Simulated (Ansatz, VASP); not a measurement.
**Pb in VASP and in Ansatz**

File INCAR:

```
PREC = Accurate
ENCUT = 520
EDIFF = 1E-7
ISMEAR = -1
SIGMA = 0.05
LREAL = F
LASPH = T
NELM = 80
ALGO = Normal
ISIF = 2
LWAVE = F
LCHARG = F
GGA = PE
NBANDS = 13
```

Contents of KPOINTS:

```
Automatic mesh
0
Gamma
  12 12 12
```

POSCAR

```
Pb
1.0
    0.0000000000      2.4698000000      2.4698000000
    2.4698000000      0.0000000000      2.4698000000
    2.4698000000      2.4698000000      0.0000000000
Pb
1
Direct
    0.0000000000      0.0000000000      0.0000000000
```

Input for Ansatz:

```yaml
crystal:
  lattice:
    - [0.0, 2.4698, 2.4698]
    - [2.4698, 0.0, 2.4698]
    - [2.4698, 2.4698, 0.0]
  atoms:
    - { symbol: Pb, position: [0.0, 0.0, 0.0] }
kpoints:
  mp_grid: { grid: [12, 12, 12] }
  band_path:
    path:
      - [0.0, 0.0, 0.0]
      - [0.5, 0.0, 0.5]
      - [0.625, 0.25, 0.625]
      - [0.375, 0.375, 0.75]
      - [0.0, 0.0, 0.0]
      - [0.5, 0.5, 0.5]
      - [0.5, 0.25, 0.75]
      - [0.5, 0.0, 0.5]
    npoints: 5
scf:
  occupations: { method: fermi_dirac, width: 0.05 }
hamiltonian:
  xc: pbe
  pseudopotentials:
    kind: all_electron
    lapw: { basis_error: 0.00025 }
    relativity: none
output:
  forces: true
  stress: true
  eigenvalues: true
```

Alike in both runs: task single point; functional PBE; k mesh 12 × 12 × 12; occupations fermi-dirac, width 0.05 eV; no spin polarisation.

|  | VASP | Ansatz |
| --- | --- | --- |
| version | VASP 6.6.1 | Ansatz 0.2.0 |
| potentials or method | VASP PAW PBE potentials, release 64 (Pb_d), cutoff 520 eV | all-electron LAPW, non-relativistic |

Ansatz gave:

| Item | Value |
| --- | --- |
| pressure (GPa) | 5.0 |

Q: What did VASP give for the same quantities?

A: Pressure (GPa): 2.9.

Ansatz ran all-electron here, and VASP with PAW potentials.

Spin-orbit coupling is off throughout.
